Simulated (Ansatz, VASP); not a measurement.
## KTaO3: VASP beside Ansatz

File POSCAR:

```
KTaO3
1.0
    3.9901311030      0.0000000000      0.0000000000
    0.0000000000      3.9901311030      0.0000000000
    0.0000000000      0.0000000000      4.1098350361
K Ta O
1 1 3
Direct
    0.0000000000      0.0000000000      0.0000000000
    0.5000000000      0.5000000000      0.5000000000
    0.5000000000      0.5000000000      0.0000000000
    0.5000000000      0.0000000000      0.5000000000
    0.0000000000      0.5000000000      0.5000000000
```

Contents of INCAR.step1:

```
PREC = Accurate ; ENCUT = 520
ISMEAR = 0 ; SIGMA = 0.01
LREAL = False ; LASPH = True
NELM = 150 ; LNONCOLLINEAR = True
MAGMOM = 0 0 0 0 0 0 0 0 0 0 0 0 0 0 0 ; LSORBIT = True
GGA_COMPAT = False ; LMAXMIX = 4
NBANDS = 53 ; GGA = PE
ALGO = Normal ; EDIFF = 1E-4
LWAVE = True ; LCHARG = False
```

INCAR.step2

```
PREC = Accurate ; ENCUT = 520
EDIFF = 1E-7 ; ISMEAR = 0
SIGMA = 0.01 ; LREAL = False
LASPH = True ; NELM = 150
ALGO = Normal ; ISIF = 2
LWAVE = False ; LCHARG = False
LNONCOLLINEAR = True ; MAGMOM = 0 0 0 0 0 0 0 0 0 0 0 0 0 0 0
LORBIT = 11 ; LSORBIT = True
GGA_COMPAT = False ; LORBMOM = True
LMAXMIX = 4 ; METAGGA = R2SCAN
LMIXTAU = True ; NBANDS = 53
ISTART = 1
```

File KPOINTS:

```
Automatic mesh
0
Gamma
  6 6 6
```

Input for Ansatz:

```yaml
crystal:
  lattice:
    - [3.990131103, 0.0, 0.0]
    - [0.0, 3.990131103, 0.0]
    - [0.0, 0.0, 4.1098350361]
  atoms:
    - { symbol: K, position: [0.0, 0.0, 0.0] }
    - { symbol: Ta, position: [0.5, 0.5, 0.5] }
    - { symbol: O, position: [0.5, 0.5, 0.0] }
    - { symbol: O, position: [0.5, 0.0, 0.5] }
    - { symbol: O, position: [0.0, 0.5, 0.5] }
kpoints:
  mp_grid: { grid: [6, 6, 6] }
  band_path:
    path: [[0.0, 0.0, 0.0], [0.0, 0.5, 0.0], [0.5, 0.5, 0.0], [0.5, 0.5, 0.5]]
    npoints: 1
hamiltonian:
  xc: r2scan
scf:
  occupations: { method: fixed }
  n_extra_bands: 10
magnetization:
  noncollinear: true
  spin_orbit: true
output:
  forces: true
  stress: true
  eigenvalues: true
```

Change from the starting cell: uniaxial_z strain +3.0%.

Alike in both runs: task single point; functional r2SCAN; k mesh 6 × 6 × 6; non-collinear spin, spin-orbit coupling.

|  | VASP | Ansatz |
| --- | --- | --- |
| version | VASP 6.6.1 | Ansatz 0.2.0 |
| potentials or method | VASP PAW PBE potentials, release 64 (K_sv, Ta_pv, O) | plane waves, PAW |
| plane-wave cutoff (eV) | 520 | 500 |
| occupations | gaussian, width 0.01 eV | fixed |
| valence electrons in the cell | 38 | 40 |

VASP gave:

| Property | Result |
| --- | --- |
| pressure (GPa) | -4.5 |
| traceless stress, the component that is largest in VASP (GPa) | -6.45 |
| net moment per atom (μB) | 0.00 |

Task: What did Ansatz give for the same quantities?

Result: Pressure (GPa): -5.7; traceless stress, the component that is largest in VASP (GPa): -6.31; net moment per atom (μB): 0.00.

VASP's potentials were made for PBE, not for r2SCAN. VASP's potentials hold 38 valence electrons a cell and Ansatz's 40, so a difference there can come from the potentials and not from the codes.
